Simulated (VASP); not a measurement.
Set up this calculation in VASP 6.6.1, as the native input.

```
Task                   : single point
Functional             : PBEsol
Potentials or basis    : VASP PAW PBE potentials, release 64 (Zr_sv)
Cutoff                 : 500 eV
k mesh                 : 10 × 10 × 10
Occupations            : fermi-dirac, width 0.05 eV
Spin                   : no spin polarisation
Dipole correction      : no
Further INCAR settings : ALGO = Normal; EDIFF = 1e-06; NBANDS = 12
```

The structure of Zr lies in POSCAR:

```
Zr
1.0
   -1.7730508568      1.7730508568      1.7730508568
    1.7730508568     -1.7730508568      1.7730508568
    1.7730508568      1.7730508568     -1.7730508568
Zr
1
Direct
    0.0000000000      0.0000000000      0.0000000000
```

The input as run:

INCAR

```
ALGO     = Normal         # electronic algorithm
EDIFF    = 1E-6           # SCF threshold, eV
ENCUT    = 500            # plane-wave cutoff, eV
GGA      = PS             # functional
GGA_COMPAT= False        
ISIF     = 2              # what is computed and relaxed
ISMEAR   = -1             # smearing method
LASPH    = True           # aspherical terms in the spheres
LCHARG   = False          # write CHGCAR
LREAL    = False          # projectors in reciprocal space
LWAVE    = False          # write WAVECAR
NBANDS   = 12             # bands
NELM     = 120            # most SCF steps
PREC     = Accurate       # precision mode
SIGMA    = 0.05           # smearing width, eV
```

KPOINTS

```
k-points
0
Gamma
  10 10 10
```

Potentials or basis: VASP PAW PBE potentials, release 64 (Zr_sv).

Run with:

```bash
$ cat potpaw_PBE.64/Zr_sv/POTCAR > POTCAR
$ mpirun -np 1 vasp_std > vasp.out
```

Results of the run:

```
Pressure               : -2.3 GPa
Band gap on the k mesh : zero (band 6 reaches 10.21 eV, above the bottom of band 7 at 8.45 eV)
```

Caveat: the PAW data sets were made with another functional, which shifts forces and pressure a little.

Run time: 6.3 s on 1 thread of Intel Xeon 6975P-C, with other jobs on the host, peak memory 0.14 GiB.
